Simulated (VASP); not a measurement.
# HfO2 (P1) in VASP: notebook

HfO2 is run at these levels: LDA; tasks: single point.

All numbers are computed with VASP 6.6.1; they aren't measurements. Logs are shortened: lines on timing, memory, paths and dates and some standing lists are left out, and cuts for length are marked.

### Step 1. The cell of the first run

The typed cell holds 6 atoms: a = 3.444 Å, b = 3.588 Å, c = 4.922 Å, α = 86.36°, β = 87.59°, γ = 91.36°.

### Step 2. Single point, LDA (atoms moved at random and the cell strained at random)

The input, INCAR:

```
  ALGO = Normal
  EDIFF = 1E-6
  ENCUT = 520
  ISIF = 2
  ISMEAR = 0
  LASPH = True
  LCHARG = False
  LREAL = False
  LWAVE = False
  NBANDS = 31
  NELM = 100
  PREC = Accurate
  SIGMA = 0.05
```

The input, KPOINTS:

```
k-points
0
Gamma
  6 6 6
```

The input, POSCAR:

```
HfO2
1.0
    3.4427512406     -0.0428908486      0.0723958633
   -0.0428908486      3.5865235029      0.1110142022
    0.1052330868      0.1613678828      4.9184953124
Hf O
2 4
Direct
    0.5531537744      0.4603701116      0.5783577010
   -0.0901847540      0.0255916393     -0.0655562559
    0.0918530558      0.4515207716      0.7524931733
    0.4287660985      0.1037686596      0.8008598355
    0.4698132507     -0.0396605839      0.2912965736
    0.0465985746      0.4984094018      0.1425489724
```

Potentials or basis: VASP PAW LDA potentials, release 64 (Hf_pv, O).

Started as:

```console
> cat potpaw_LDA.64/Hf_pv/POTCAR potpaw_LDA.64/O/POTCAR > POTCAR
> mpirun -np 1 vasp_std > vasp.out
```

OUTCAR:

```text
EDIFF = 1E-6
   ENCUT = 520
   ISIF = 2
   ISMEAR = 0
   LASPH = True
   LREAL = False
   NELM = 100
   PREC = Accurate

 ion  position               nearest neighbor table
   1  0.553  0.460  0.578-   4 1.67   3 1.77   3 2.08   5 2.24   5 2.37   2 2.63   4 2.65   6 2.67
                             6 2.82   2 3.03   2 3.09   2 3.53   2 3.79   2 3.80
   2  0.910  0.026  0.934-   3 1.81   4 1.83   4 1.89   6 2.09   6 2.16   5 2.27   3 2.38   1 2.63
                             5 2.67   1 3.03   1 3.09   1 3.53   1 3.79   1 3.80
   3  0.092  0.452  0.752-   4 1.74   1 1.77   2 1.81   6 1.94   1 2.08   2 2.38
   4  0.429  0.104  0.801-   1 1.67   3 1.74   2 1.83   2 1.89   1 2.65
   5  0.470  0.960  0.291-   1 2.24   2 2.27   1 2.37   2 2.67
   6  0.047  0.498  0.143-   3 1.94   2 2.09   2 2.16   1 2.67   1 2.82

  LATTYP: Found a triclinic cell.
 ALAT       =     4.9142672217
 B/A-ratio  =     0.7007717109
 C/A-ratio  =     1.8225517347
 COS(alpha) =     0.0040376972
 COS(beta)  =     0.6134189105
 COS(gamma) =     0.6834318021

  Lattice vectors:

 A1 = (  -3.3998603920,  -3.5436326543,  -0.1834100655)
 A2 = (  -3.4427512406,   0.0428908486,  -0.0723958633)
 A3 = (  -0.0194513896,  -7.3344148886,  -5.1405237168)

Analysis of symmetry for initial positions (statically):
=====================================================================
 Subroutine PRICEL returns:
 Original cell was already a primitive cell.

 Routine SETGRP: Setting up the symmetry group for a
 triclinic supercell.

 Subroutine GETGRP returns: Found  1 space group operations
 (whereof  1 operations were pure point group operations)
 out of a pool of  2 trial point group operations.

The static configuration has the point symmetry C_1 .

Analysis of symmetry for dynamics (positions and initial velocities):
=====================================================================
 Subroutine PRICEL returns:
 Original cell was already a primitive cell.

 Routine SETGRP: Setting up the symmetry group for a
 triclinic supercell.

 Subroutine GETGRP returns: Found  1 space group operations
 (whereof  1 operations were pure point group operations)
 out of a pool of  2 trial point group operations.

The dynamic configuration has the point symmetry C_1 .

 Subroutine INISYM returns: Found  1 space group operations
 (whereof  1 operations are pure point group operations),
 and found     1 'primitive' translations

----------------------------------------------------------------------------------------

                                     Primitive cell

  volume of cell :      60.6321

  direct lattice vectors                    reciprocal lattice vectors
     3.442751241 -0.042890849  0.072395863     0.290644411  0.003671995 -0.006338920
    -0.042890849  3.586523503  0.111014202     0.003671995  0.279151368 -0.009237069
     0.105233087  0.161367883  4.918495312    -0.004360906 -0.006354708  0.203616003

  length of vectors
     3.443779449  3.588497543  4.922266727     0.290736718  0.279328289  0.203761813

  position of ions in fractional coordinates (direct lattice)
     0.553153774  0.460370112  0.578357701
     0.909815246  0.025591639  0.934443744
     0.091853056  0.451520772  0.752493173
     0.428766098  0.103768660  0.800859835
     0.469813251  0.960339416  0.291296574
     0.046598575  0.498409402  0.142548972

  ion indices of the primitive-cell ions
   primitive index   ion index
                 1           1
                 2           2
                 3           3
                 4           4
                 5           5
                 6           6

----------------------------------------------------------------------------------------

 KPOINTS: k-points

Automatic generation of k-mesh.
 Grid dimensions read from file:
 generate k-points for:    6    6    6

 Generating k-lattice:

  Cartesian coordinates                     Fractional coordinates (reciprocal lattice)
     0.048440735  0.000611999 -0.001056487     0.166666667  0.000000000  0.000000000
     0.000611999  0.046525228 -0.001539511     0.000000000  0.166666667  0.000000000
    -0.000726818 -0.001059118  0.033936001     0.000000000  0.000000000  0.166666667

  Length of vectors
     0.048456120  0.046554715  0.033960302

  Shift w.r.t. Gamma in fractional coordinates (k-lattice)
     0.000000000  0.000000000  0.000000000

 Subroutine IBZKPT returns following result:
 ===========================================

 Found    112 irreducible k-points:

 Following reciprocal coordinates:
            Coordinates               Weight
  0.000000  0.000000  0.000000      1.000000
  0.166667 -0.000000  0.000000      2.000000
  0.333333 -0.000000  0.000000      2.000000
  0.500000 -0.000000  0.000000      1.000000
  0.000000  0.166667  0.000000      2.000000
  0.166667  0.166667  0.000000      2.000000
[... 16 lines left out ...]
  0.333333 -0.000000  0.166667      2.000000
  0.500000  0.000000  0.166667      2.000000
 [... further k-points ...]
   k-points           NKPTS =    112   k-points in BZ     NKDIM =    112   number of bands    NBANDS=     31
   number of dos      NEDOS =    301   number of ions     NIONS =      6
   total plane-waves  NPLWV =  31360
   dimension x,y,z NGX =    28 NGY =   28 NGZ =   40
   dimension x,y,z NGXF=    56 NGYF=   56 NGZF=   80
   ions per type =               2   4
   NGX,Y,Z   is equivalent  to a cutoff of  13.52, 12.97, 13.51 a.u.
   NGXF,Y,Z  is equivalent  to a cutoff of  27.03, 25.94, 27.02 a.u.
 SYSTEM =  unknown system
   PREC   = accura    normal or accurate (medium, high low for compatibility)
   ISTART =      0    job   : 0-new  1-cont  2-samecut
   ICHARG =      2    charge: 1-file 2-atom 10-const
   ISPIN  =      1    spin polarized calculation?
   LNONCOLLINEAR =      F non collinear calculations
   LSORBIT =      F    spin-orbit coupling
   LASPH  =      T    aspherical Exc in radial PAW
   ENCUT  =  520.0 eV  38.22 Ry    6.18 a.u.   6.40  6.67  9.15*2*pi/ulx,y,z
   NELM   =    100;   NELMIN=  2; NELMDL= -5     # of ELM steps
   EDIFF  = 0.1E-05   stopping-criterion for ELM
   LREAL  =      F    real-space projection
   EDIFFG = 0.1E-04   stopping-criterion for IOM
   NSW    =      0    number of steps for IOM
   IBRION =     -1    ionic relax: 0-MD 1-quasi-New 2-CG
   NFREE  =      0    steps in history (QN), initial steepest desc. (CG)
   ISIF   =      2    stress and relaxation
   ISYM   =      2    0-nonsym 1-usesym 2-fastsym
   POTIM  = 0.5000    time-step for ionic-motion
   TEBEG  =    0.0;   TEEND  =   0.0 temperature during run
   PSTRESS=    0.0 pullay stress
   NELECT =      44.0000    total number of electrons
   NUPDOWN=      -1.0000    fix difference up-down
   EMIN   =  10.00;   EMAX   =-10.00  energy-range for DOS
   EFERMI =   0.00;   METHOD = LEGACY
   ISMEAR =     0;   SIGMA  =   0.05  broadening in eV -4-tet -1-fermi 0-gaus
   EFERMI_NEDOS =   21; number of points for ismear=-14 and -15
   IALGO  =     38    algorithm
   IMIX   =      4    mixing-type and parameters
     AMIX     =   0.40;   BMIX     =  1.00
     AMIX_MAG =   1.60;   BMIX_MAG =  1.00
  volume/ion in A,a.u.               =      10.11        68.19
  Fermi-wavevector in a.u.,A,eV,Ry     =   1.471154  2.780078 29.447011  2.164294
  Thomas-Fermi vector in A             =   2.586324
   LORBIT       =      0    0 simple, 1 ext, 2 COOP (PROOUT), +10 PAW based schemes
   GGA     = CA    functional components
   LHFCALC =     F    Hartree Fock is set to
   AEXX    =    0.0000 exact exchange contribution
   IVDW    =     0    specifies the selected vdW correction
   LEPSILON=     F    determine dielectric tensor
   LRPA    =     F    only Hartree local field effects (RPA)
 non-spin polarized calculation
 Gauss-broadening in eV      SIGMA  =   0.05
  energy-cutoff  :      520.00
  volume of cell :       60.63
 maximum number of plane-waves:      1655
 NGX is ok and might be reduce to    28
   NGX = 13   NGY = 13   NGZ = 19

 number of electron      44.0000001 magnetization

 Free energy of the ion-electron system (eV)
  ---------------------------------------------------
  ext. energy  EPLUGINS =         0.00000000
  ---------------------------------------------------
  free energy    TOTEN  =       -52.91278391 eV

  energy without entropy =      -52.91278391  energy(sigma->0) =      -52.91278391

 E-fermi :   5.9222     XC(G=0): -12.5926

 val. band max:        5.7007551233   @ k =   0.5000  -0.0000   0.0000
 cond. band min:       6.2104244165   @ k =   0.3333   0.3333   0.5000
 fundamental gap:      0.5096692931
 Fermi energy:         5.9221644556

 k-point     1 :       0.0000    0.0000    0.0000
  band No.  band energies     occupation
      1     -27.1079      2.00000
      2     -25.6753      2.00000
      3     -25.1187      2.00000
      4     -25.0362      2.00000
      5     -24.4642      2.00000
      6     -24.3898      2.00000
[... 23 lines left out ...]
     30      13.9112      0.00000
     31      14.1078      0.00000

 k-point     2 :       0.1667   -0.0000    0.0000
  band No.  band energies     occupation
      1     -27.1565      2.00000
      2     -25.9196      2.00000
      3     -25.1125      2.00000
      4     -25.0176      2.00000
      5     -24.4690      2.00000
      6     -24.3972      2.00000
[... 23 lines left out ...]
     30      13.5044      0.00000
     31      14.2641      0.00000

 k-point     3 :       0.3333   -0.0000    0.0000
  band No.  band energies     occupation
      1     -27.2910      2.00000
      2     -26.2466      2.00000
      3     -25.1891      2.00000
      4     -24.9798      2.00000
      5     -24.4934      2.00000
      6     -24.3920      2.00000
[... 23 lines left out ...]
     30      13.1242      0.00000
     31      14.2840      0.00000

 k-point     4 :       0.5000   -0.0000    0.0000
  band No.  band energies     occupation
      1     -27.3754      2.00000
      2     -26.3693      2.00000
      3     -25.2233      2.00000
      4     -24.9666      2.00000
      5     -24.5131      2.00000
      6     -24.3861      2.00000
[... 23 lines left out ...]
     30      13.3955      0.00000
     31      14.2186      0.00000

 k-point     5 :       0.0000    0.1667    0.0000
  band No.  band energies     occupation
      1     -27.1305      2.00000
      2     -25.6680      2.00000
      3     -25.2224      2.00000
      4     -25.0247      2.00000
      5     -24.4996      2.00000
      6     -24.3743      2.00000
[... 23 lines left out ...]
     30      13.6983      0.00000
     31      14.1026      0.00000
[... 542 lines left out ...]
     30      13.8775      0.00000
     31      14.0989      0.00000

 k-point    22 :       0.1667   -0.0000    0.1667
  band No.  band energies     occupation
      1     -27.1583      2.00000
      2     -25.9165      2.00000
      3     -25.1106      2.00000
      4     -25.0086      2.00000
      5     -24.4653      2.00000
      6     -24.4164      2.00000
[... 23 lines left out ...]
     30      13.8225      0.00000
     31      14.3771      0.00000

 k-point    23 :       0.3333   -0.0000    0.1667
  band No.  band energies     occupation
      1     -27.2974      2.00000
      2     -26.2431      2.00000
      3     -25.1843      2.00000
      4     -24.9719      2.00000
      5     -24.4932      2.00000
      6     -24.3999      2.00000
[... 23 lines left out ...]
     30      13.2425      0.00000
     31      14.2452      0.00000

 k-point    24 :       0.5000    0.0000    0.1667
  band No.  band energies     occupation
      1     -27.3789      2.00000
      2     -26.3711      2.00000
      3     -25.2194      2.00000
      4     -24.9619      2.00000
      5     -24.5117      2.00000
      6     -24.3878      2.00000
[... 23 lines left out ...]
     30      13.4565      0.00000
     31      14.2794      0.00000

 [... further k-points ...]

------------------------ aborting loop because EDIFF is reached ----------------------------------------

  FORCE on cell =-STRESS in cart. coord.  units (eV):
  Direction    XX          YY          ZZ          XY          YZ          ZX
  --------------------------------------------------------------------------------------
  -------------------------------------------------------------------------------------
  Total       36.9106052     28.7088330     23.4641323     -4.9201907    -19.0760629     -2.9456814
  in kB      975.3467510    758.6184753    620.0295303   -130.0139085   -504.0766980    -77.8383548
  external PRESSURE =     784.6649189 kB  Pullay stress =       0.0000000 kB

 VOLUME and BASIS-vectors are now :
 -----------------------------------------------------------------------------
  energy-cutoff  :      520.00
  volume of cell :       60.63
      direct lattice vectors                 reciprocal lattice vectors
     3.442751241 -0.042890849  0.072395863     0.290644411  0.003671995 -0.006338920
    -0.042890849  3.586523503  0.111014202     0.003671995  0.279151368 -0.009237069
     0.105233087  0.161367883  4.918495312    -0.004360906 -0.006354708  0.203616003

 POSITION                                       TOTAL-FORCE (eV/Angst)
 -----------------------------------------------------------------------------------
      1.94549      1.72073      2.93580         6.507185     10.284887    -20.393811
      3.22950      0.20355      4.66477         1.460189     -7.737877     15.886639
      0.37605      1.73688      3.75791       -11.118593     11.368699     -6.049170
      1.55596      0.48301      3.98159         3.405365    -15.152780      4.493499
      1.60691      3.47114      1.57336         2.022363      1.261274      2.439786
      0.15405      1.80856      0.75983        -2.276509     -0.024203      3.623056
 -----------------------------------------------------------------------------------
    total drift:                                0.000359      0.000267      0.001623

  FREE ENERGIE OF THE ION-ELECTRON SYSTEM (eV)
  ---------------------------------------------------
  free  energy   TOTEN  =       -52.9127839122 eV

  energy  without entropy=      -52.9127839122  energy(sigma->0) =      -52.91278391
```

Wall time 4.7 min (1 thread of Intel Xeon 8259CL, shared host); peak memory 0.28 GiB.

Results:

* Free energy: -52.9128 eV
* Pressure: 78.5 GPa
* Largest force: 23.749 eV/Å
* Band gap on the k mesh: 0.51 eV, indirect (least direct gap 1.01 eV)

Forces in eV/Å, atoms in the order of the input:
```
Hf    6.507  10.285 -20.394
Hf    1.460  -7.738  15.887
O   -11.119  11.369  -6.049
O     3.405 -15.153   4.493
O     2.022   1.261   2.440
O    -2.277  -0.024   3.623
```

Stress tensor (GPa, compression positive):
```
 97.53 -13.00  -7.78
-13.00  75.86 -50.41
 -7.78 -50.41  62.00
```

Levels at points of the mesh, in eV from the valence-band top:
```tsv
k point	band 18	band 19	band 20	band 21	band 22	band 23	band 24	band 25	band 26	band 27
(0.00, 0.00, 0.00)	-2.71	-1.83	-1.20	-0.57	-0.24	1.99	2.39	2.92	5.27	5.71
(0.50, 0.00, 0.00)	-2.87	-2.45	-1.85	-1.59	0.00	1.50	2.62	3.36	3.84	4.75
(0.00, 0.50, 0.00)	-2.43	-2.40	-1.69	-1.19	-0.30	1.65	2.53	3.09	4.69	6.19
(0.50, 0.50, 0.00)	-3.83	-2.47	-1.07	-0.29	-0.15	1.43	1.98	3.33	4.21	4.97
(0.00, 0.00, 0.50)	-3.10	-2.19	-1.60	-1.35	-0.26	2.80	2.98	3.69	4.98	5.13
(0.50, 0.00, 0.50)	-3.41	-2.43	-2.06	-1.65	-0.47	1.32	2.24	2.67	4.54	4.99
(0.00, 0.50, 0.50)	-2.49	-2.13	-1.35	-1.32	-1.05	1.70	2.53	3.20	4.39	6.08
(0.50, 0.50, 0.50)	-3.79	-2.88	-1.95	-0.68	-0.39	0.98	2.27	3.34	4.39	5.29
```

Caveat: the cell differs from its parent crystal (atoms moved at random and the cell strained at random); spin-orbit coupling is left out, which moves the levels of the heavy elements; forces of over 1 eV/Å act on the atoms, so gaps and moduli don't describe the material at rest.

[end of part 1 of 2]
